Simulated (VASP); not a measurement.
# Dy: single point with PBE

Crystal: Dy.

```
CELL_PARAMETERS angstrom
3.52341 0.00000 0.00000
-1.76171 3.05136 0.00000
0.00000 0.00000 5.68800
ATOMIC_POSITIONS crystal
Dy 0.33333 0.66667 0.25000
Dy 0.66667 0.33333 0.75000
```

```yaml
Program: VASP 6.6.1
Task: single point
Functional: PBE
Potentials_or_basis: VASP PAW PBE potentials, release 64 (Dy)
Cutoff: 520 eV
k_mesh: 13 × 13 × 7
Occupations: fermi-dirac, width 0.05 eV
Spin: collinear spin, antiferromagnetic start
Starting_moments: "[4.697, -4.697] μB"
Dipole_correction: no
Further_INCAR_settings: ALGO = Normal; EDIFF = 1e-06; NBANDS = 31
```

```json
{
 "Pressure": "2.4 GPa",
 "Band gap on the k mesh": "zero (filled and empty bands overlap)",
 "Net moment": "0.00 μB per cell",
 "Site moments": "Dy +4.63, -4.63 μB",
 "Valence electrons inside the program's atomic spheres": "Dy 17.79"
}
```

Levels at points of the mesh, in eV from the Fermi level:
Spin up:
| k point | band 17 | band 18 | band 19 | band 20 | band 21 | band 22 | band 23 | band 24 |
| --- | --- | --- | --- | --- | --- | --- | --- | --- |
| (0.00, 0.00, 0.00) | -2.04 | -0.56 | -0.37 | 0.05 | 0.05 | 0.68 | 0.68 | 1.19 |
Spin down:
```tsv
k point	band 17	band 18	band 19	band 20	band 21	band 22	band 23	band 24
(0.00, 0.00, 0.00)	-2.04	-0.56	-0.37	0.05	0.05	0.68	0.68	1.19
```

Wall time 36 min on 1 thread of Intel Xeon 8259CL (shared host), peak memory 0.39 GiB.

Caveat: the magnetic or orbital state may not be the lowest; the antiferromagnetic order is the one typed at the start, and another may lie lower; spin-orbit coupling is left out, which moves the levels of the heavy elements; semilocal functionals describe open f shells poorly, which spoils levels, moments and volumes. The state reached can hang on the start; a lower one may exist.
